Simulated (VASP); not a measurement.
# TaN (Fm-3m) in VASP: single point with r2SCAN+U

Aim: the single point of TaN with r2SCAN+U.

Program: VASP 6.6.1. These are calculated values, not measurements. Logs are shortened: lines on timing, memory, paths and dates and some standing lists are left out, and cuts for length are marked.

## Step 1: The cell of the first run

The structure is cubic, space group Fm-3m (No. 225). The conventional cell has a = 4.358 Å, b = 4.358 Å, c = 4.358 Å, α = 90.00°, β = 90.00°, γ = 90.00°. Ta (site symmetry m-3m) has 6 N at 2.18 Å within 2.9 Å. N (site symmetry m-3m) has 6 Ta at 2.18 Å within 2.9 Å.

## Step 2: Single point, r2SCAN+U, collinear spin

File POSCAR:

```
TaN
1.0
    0.0000000000      2.1790013100      2.1790013100
    2.1790013100      0.0000000000      2.1790013100
    2.1790013100      2.1790013100      0.0000000000
Ta N
1 1
Direct
    0.5000000000      0.5000000000      0.5000000000
    0.0000000000      0.0000000000      0.0000000000
```

File INCAR.step1:

```
SYSTEM = TaN
PREC = Accurate ; ENCUT = 770
ISMEAR = 0 ; SIGMA = 0.05
LREAL = .False. ; LASPH = .True.
NELM = 200 ; ISPIN = 2
MAGMOM = 0.07 0.02 ; LMAXMIX = 4
LDAU = .True. ; LDAUTYPE = 2
LDAUL = 2 -1 ; LDAUU = 2 0
LDAUJ = 0 0 ; NBANDS = 20
GGA = PE ; ALGO = Normal
EDIFF = 1E-5 ; LWAVE = .True.
LCHARG = .False. ; GGA_COMPAT = .False.
```

File INCAR.step2:

```
SYSTEM = TaN
PREC = Accurate ; ENCUT = 770
EDIFF = 1E-6 ; ISMEAR = 0
SIGMA = 0.05 ; LREAL = .False.
LASPH = .True. ; NELM = 200
ALGO = Normal ; ISIF = 2
LWAVE = .False. ; LCHARG = .True.
ISPIN = 2 ; MAGMOM = 0.07 0.02
LORBIT = 11 ; LMAXMIX = 4
LDAU = .True. ; LDAUTYPE = 2
LDAUL = 2 -1 ; LDAUU = 2 0
LDAUJ = 0 0 ; LDAUPRINT = 1
METAGGA = R2SCAN ; LMIXTAU = .True.
LELF = .True. ; LVHAR = .True.
NBANDS = 20 ; ISTART = 1
GGA_COMPAT = .False.
```

File KPOINTS:

```
regular mesh
0
Gamma
  7 7 7
  0 0 0
```

Potentials or basis: VASP PAW PBE potentials, release 64 (Ta_sv_GW, N).

The run is started by

```bash
$ cat potpaw_PBE.64/Ta_sv_GW/POTCAR potpaw_PBE.64/N/POTCAR > POTCAR
$ cp INCAR.step1 INCAR
$ mpirun -np 1 vasp_std > vasp.out
$ cp INCAR.step2 INCAR
$ mpirun -np 1 vasp_std > vasp.out
```

OUTCAR:

```text
SYSTEM = TaN
   PREC = Accurate
   ENCUT = 770
   EDIFF = 1E-6
   ISMEAR = 0
   LREAL = .False.
   LASPH = .True.
   NELM = 200
   ISIF = 2
   ISPIN = 2
   LORBIT = 11
   METAGGA = R2SCAN
   ISTART = 1

 ion  position               nearest neighbor table
   1  0.500  0.500  0.500-   2 2.18   2 2.18   2 2.18   2 2.18   2 2.18   2 2.18
   2  0.000  0.000  0.000-   1 2.18   1 2.18   1 2.18   1 2.18   1 2.18   1 2.18

  LATTYP: Found a face centered cubic cell.
 ALAT       =     4.3580026200

  Lattice vectors:

 A1 = (   0.0000000000,   2.1790013100,   2.1790013100)
 A2 = (   2.1790013100,   0.0000000000,   2.1790013100)
 A3 = (   2.1790013100,   2.1790013100,   0.0000000000)

Analysis of symmetry for initial positions (statically):
=====================================================================
 Subroutine PRICEL returns:
 Original cell was already a primitive cell.

 Routine SETGRP: Setting up the symmetry group for a
 face centered cubic supercell.

 Subroutine GETGRP returns: Found 48 space group operations
 (whereof 48 operations were pure point group operations)
 out of a pool of 48 trial point group operations.

The static configuration has the point symmetry O_h .

Analysis of symmetry for dynamics (positions and initial velocities):
=====================================================================
 Subroutine PRICEL returns:
 Original cell was already a primitive cell.

 Routine SETGRP: Setting up the symmetry group for a
 face centered cubic supercell.

 Subroutine GETGRP returns: Found 48 space group operations
 (whereof 48 operations were pure point group operations)
 out of a pool of 48 trial point group operations.

The dynamic configuration has the point symmetry O_h .

Analysis of structural, dynamic, and magnetic symmetry:
=====================================================================
 Subroutine PRICEL returns:
 Original cell was already a primitive cell.

 Routine SETGRP: Setting up the symmetry group for a
 face centered cubic supercell.

 Subroutine GETGRP returns: Found 48 space group operations
 (whereof 48 operations were pure point group operations)
 out of a pool of 48 trial point group operations.

The overall configuration has the point symmetry O_h .

 Subroutine INISYM returns: Found 48 space group operations
 (whereof 48 operations are pure point group operations),
 and found     1 'primitive' translations

----------------------------------------------------------------------------------------

                                     Primitive cell

  volume of cell :      20.6920

  direct lattice vectors                    reciprocal lattice vectors
     0.000000000  2.179001310  2.179001310    -0.229462918  0.229462918  0.229462918
     2.179001310  0.000000000  2.179001310     0.229462918 -0.229462918  0.229462918
     2.179001310  2.179001310  0.000000000     0.229462918  0.229462918 -0.229462918

  length of vectors
     3.081573205  3.081573205  3.081573205     0.397441433  0.397441433  0.397441433

  position of ions in fractional coordinates (direct lattice)
     0.500000000  0.500000000  0.500000000
     0.000000000  0.000000000  0.000000000

  ion indices of the primitive-cell ions
   primitive index   ion index
                 1           1
                 2           2

----------------------------------------------------------------------------------------

 KPOINTS: regular mesh

Automatic generation of k-mesh.
 Grid dimensions read from file:
 generate k-points for:    7    7    7
[... 70 lines left out ...]
   NELECT =      18.0000    total number of electrons
   NUPDOWN=      -1.0000    fix difference up-down
   EMIN   =  10.00;   EMAX   =-10.00  energy-range for DOS
   EFERMI =   0.00;   METHOD = LEGACY
   ISMEAR =     0;   SIGMA  =   0.05  broadening in eV -4-tet -1-fermi 0-gaus
   EFERMI_NEDOS =   21; number of points for ismear=-14 and -15
   IALGO  =     38    algorithm
   IMIX   =      4    mixing-type and parameters
     AMIX     =   0.40;   BMIX     =  1.00
     AMIX_MAG =   1.60;   BMIX_MAG =  1.00
  volume/ion in A,a.u.               =      10.35        69.82
  Fermi-wavevector in a.u.,A,eV,Ry     =   1.562781  2.953228 33.229306  2.442285
  Thomas-Fermi vector in A             =   2.665649
   LORBIT       =     11    0 simple, 1 ext, 2 COOP (PROOUT), +10 PAW based schemes
 LDA+U is selected, type is set to LDAUTYPE =  2
   angular momentum for each species LDAUL =     2   -1
   U (eV)           for each species LDAUU =   2.0  0.0
   J (eV)           for each species LDAUJ =   0.0  0.0
   METAGGA = R2SCAN    functional components
   LHFCALC =     F    Hartree Fock is set to
   AEXX    =    0.0000 exact exchange contribution
   IVDW    =     0    specifies the selected vdW correction
   LEPSILON=     F    determine dielectric tensor
   LRPA    =     F    only Hartree local field effects (RPA)
 spin polarized calculation
 Gauss-broadening in eV      SIGMA  =   0.05
  energy-cutoff  :      770.00
  volume of cell :       20.69
 maximum number of plane-waves:      1014
   NGX = 13   NGY = 13   NGZ = 13

 number of electron      17.9999999 magnetization      -0.0000005

atom =   1  type =  1  l = 2

 onsite density matrix

spin component  1

  0.2604 -0.0000 -0.0000 -0.0000 -0.0000
 -0.0000  0.2604  0.0000  0.0000 -0.0000
 -0.0000  0.0000  0.1984 -0.0000  0.0000
 -0.0000  0.0000 -0.0000  0.2604  0.0000
 -0.0000 -0.0000  0.0000  0.0000  0.1984

spin component  2

  0.2604 -0.0000 -0.0000 -0.0000 -0.0000
 -0.0000  0.2604  0.0000  0.0000 -0.0000
 -0.0000  0.0000  0.1984 -0.0000  0.0000
 -0.0000  0.0000 -0.0000  0.2604  0.0000
 -0.0000 -0.0000  0.0000  0.0000  0.1984

 occupancies and eigenvectors

  o =  0.1984  v =  0.0000  0.0000  0.0000  0.0000  0.0000  0.0000  0.0000 -0.0061  0.0000  1.0000      0.0000  0.0000  0.0000  0.0000  0.0000  0.0000  0.0000  0.0000  0.0000  0.0000
  o =  0.1984  v =  0.0000  0.0000  0.0000  0.0000  0.0000  0.0000 -0.0000 -1.0000 -0.0000 -0.0061      0.0000  0.0000  0.0000  0.0000  0.0000  0.0000  0.0000  0.0000  0.0000  0.0000
  o =  0.1984  v =  0.0000 -0.0000 -0.0148  0.0000 -0.9999  0.0000  0.0000  0.0000  0.0000  0.0000      0.0000  0.0000  0.0000  0.0000  0.0000  0.0000  0.0000  0.0000  0.0000  0.0000
  o =  0.1984  v =  0.0000 -0.0000 -0.9999 -0.0000  0.0148  0.0000  0.0000  0.0000  0.0000  0.0000      0.0000  0.0000  0.0000  0.0000  0.0000  0.0000  0.0000  0.0000  0.0000  0.0000
  o =  0.2604  v =  0.0000  0.0000  0.0000  0.0000  0.0000  0.0000  0.9597 -0.0000  0.2811 -0.0000      0.0000  0.0000  0.0000  0.0000  0.0000  0.0000  0.0000  0.0000  0.0000  0.0000
  o =  0.2604  v =  0.0000  0.0000  0.0000  0.0000  0.0000  1.0000  0.0000  0.0000  0.0000  0.0000      0.0000  0.0000  0.0000  0.0000  0.0000  0.0000  0.0000  0.0000  0.0000  0.0000
  o =  0.2604  v =  0.0000  0.0000  0.0000  0.0000  0.0000  0.0000  0.2811  0.0000 -0.9597  0.0000      0.0000  0.0000  0.0000  0.0000  0.0000  0.0000  0.0000  0.0000  0.0000  0.0000
  o =  0.2604  v =  0.0000  0.6165 -0.0000  0.7873 -0.0000  0.0000  0.0000  0.0000  0.0000  0.0000      0.0000  0.0000  0.0000  0.0000  0.0000  0.0000  0.0000  0.0000  0.0000  0.0000
  o =  0.2604  v =  1.0000  0.0000  0.0000  0.0000  0.0000  0.0000  0.0000  0.0000  0.0000  0.0000      0.0000  0.0000  0.0000  0.0000  0.0000  0.0000  0.0000  0.0000  0.0000  0.0000
  o =  0.2604  v =  0.0000 -0.7873  0.0000  0.6165  0.0000  0.0000  0.0000  0.0000  0.0000  0.0000      0.0000  0.0000  0.0000  0.0000  0.0000  0.0000  0.0000  0.0000  0.0000  0.0000

 number of electron      17.9999999 magnetization       0.0000001

 Free energy of the ion-electron system (eV)
  ---------------------------------------------------
  ext. energy  EPLUGINS =         0.00000000
  ---------------------------------------------------
  free energy    TOTEN  =       -60.39882382 eV

  energy without entropy =      -60.39812303  energy(sigma->0) =      -60.39847342

 E-fermi :  14.5900     XC(G=0): -14.9673

 val. band max:       14.4659144859   @ k =  -0.2857   0.1429   0.0000
 cond. band min:      14.6310584498   @ k =   0.2857   0.0000   0.0000
 fundamental gap:      0.1651439639
 Fermi energy:        14.5900343131

 spin component 1

 k-point     1 :       0.0000    0.0000    0.0000
  band No.  band energies     occupation
      1     -57.5363      1.00000
      2     -22.9816      1.00000
      3     -22.9816      1.00000
      4     -22.9816      1.00000
      5      -5.8167      1.00000
      6      10.2255      1.00000
[... 436 lines left out ...]
      6       6.0581      1.00000
[... 12 lines left out ...]
     19      35.6061      0.00000
     20      39.1269      0.00000
 Fermi energy:        14.5900343131

 spin component 2

 k-point     1 :       0.0000    0.0000    0.0000
  band No.  band energies     occupation
      1     -57.5363      1.00000
      2     -22.9816      1.00000
      3     -22.9816      1.00000
      4     -22.9816      1.00000
      5      -5.8167      1.00000
      6      10.2255      1.00000
[... 449 lines left out ...]
     19      35.6061      0.00000
     20      39.1269      0.00000

------------------------ aborting loop because EDIFF is reached ----------------------------------------

  FORCE on cell =-STRESS in cart. coord.  units (eV):
  Direction    XX          YY          ZZ          XY          YZ          ZX
  --------------------------------------------------------------------------------------
  -------------------------------------------------------------------------------------
  Total        2.0756601      2.0756601      2.0756601      0.0000000     -0.0000000      0.0000000
  in kB      160.7179387    160.7179387    160.7179387      0.0000000     -0.0000000      0.0000000
  external PRESSURE =     160.7179387 kB  Pullay stress =       0.0000000 kB

 VOLUME and BASIS-vectors are now :
 -----------------------------------------------------------------------------
  energy-cutoff  :      770.00
  volume of cell :       20.69
      direct lattice vectors                 reciprocal lattice vectors
     0.000000000  2.179001310  2.179001310    -0.229462918  0.229462918  0.229462918
     2.179001310  0.000000000  2.179001310     0.229462918 -0.229462918  0.229462918
     2.179001310  2.179001310  0.000000000     0.229462918  0.229462918 -0.229462918

 POSITION                                       TOTAL-FORCE (eV/Angst)
 -----------------------------------------------------------------------------------
      2.17900      2.17900      2.17900         0.000000      0.000000     -0.000000
      0.00000      0.00000      0.00000        -0.000000     -0.000000      0.000000
 -----------------------------------------------------------------------------------
    total drift:                                0.000000      0.000000      0.000000

  FREE ENERGIE OF THE ION-ELECTRON SYSTEM (eV)
  ---------------------------------------------------
  free  energy   TOTEN  =       -60.3988238173 eV

  energy  without entropy=      -60.3981230321  energy(sigma->0) =      -60.39847342

 total charge

# of ion       s       p       d       f       tot
--------------------------------------------------
    1        2.661   6.062   2.311   0.151  11.185
    2        1.239   2.593   0.000   0.000   3.833
--------------------------------------------------
tot          3.900   8.656   2.311   0.151  15.017

 magnetization (x)

# of ion       s       p       d       f       tot
--------------------------------------------------
    1       -0.000  -0.000  -0.000  -0.000  -0.000
    2        0.000  -0.000   0.000   0.000   0.000
--------------------------------------------------
tot         -0.000  -0.000  -0.000  -0.000  -0.000
```

It took 69 s on 1 thread of Intel Xeon Platinum 8488C (Sapphire Rapids), shared host; peak memory 0.21 GiB.

Results:

```yaml
Free_energy: -60.3988 eV
Pressure: 16.1 GPa
Band_gap_on_the_k_mesh: zero (filled and empty bands overlap)
Net_moment: 0.00 μB per cell
Valence_electrons_inside_the_program's_atomic_spheres: Ta 11.19; N 3.83
```

Eigenvalues of the final occupation matrices:
| site | spin | trace | eigenvalues |
| --- | --- | --- | --- |
| site 1 d | 1 | 1.18 | 0.20 0.20 0.26 0.26 0.26 |
| site 1 d | 2 | 1.18 | 0.20 0.20 0.26 0.26 0.26 |

Caveat: the cell stands under pressure; the PAW data sets were made with another functional, which shifts forces and pressure a little; spin-orbit coupling is left out, which moves the levels of the heavy elements.

The gap in the log of VASP goes by the Fermi energy; the results here count the filled bands.